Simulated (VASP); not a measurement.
# CaO: single point with r2SCAN

Crystal: CaO.

```xyz
2
Lattice="0.0000 2.3976 2.3976 2.3976 0.0000 2.3976 2.3976 2.3976 0.0000" Properties=species:S:1:pos:R:3 pbc="T T T"
Ca    0.0000    0.0000    0.0000
O     2.3976    2.3976    2.3976
```

```yaml
Program: VASP 6.6.1
Task: single point
Functional: r2SCAN
Potentials_or_basis: VASP PAW PBE potentials, release 64 (Ca_sv, O)
Cutoff: 520 eV
k_mesh: 8 × 8 × 8
Occupations: gaussian, width 0.01 eV
Spin: no spin polarisation
Dipole_correction: no
Further_INCAR_settings: ALGO = Normal; EDIFF = 1e-06; NBANDS = 15
```

| Property | Result |
| --- | --- |
| Pressure | 1.0 GPa |
| Band gap on the k mesh | 4.19 eV, indirect (least direct gap 4.56 eV) |

Levels at points of the mesh, in eV from the valence-band top:
```csv
k point,band 4,band 5,band 6,band 7,band 8,band 9,band 10,band 11,band 12,band 13
"(0.00, 0.00, 0.00)",-18.91,-16.49,0.00,0.00,0.00,5.49,6.87,6.87,6.87,8.48
"(0.50, 0.00, 0.00)",-18.96,-15.18,-2.62,-1.21,-1.21,7.73,9.09,9.09,9.27,11.25
"(0.50, 0.50, 0.00)",-19.14,-16.27,-1.29,-0.37,-0.37,4.19,8.82,9.67,10.28,10.28
```

Run time: 63 s on 1 thread of Intel(R) Xeon(R) Platinum 8375C CPU @ 2.90GHz (Ice Lake) (shared host), peak memory 0.17 GiB.

Caveat: the PAW data sets were made with another functional, which shifts forces and pressure a little. r2SCAN opens gaps a little over a GGA but as a rule still falls short of measured ones.
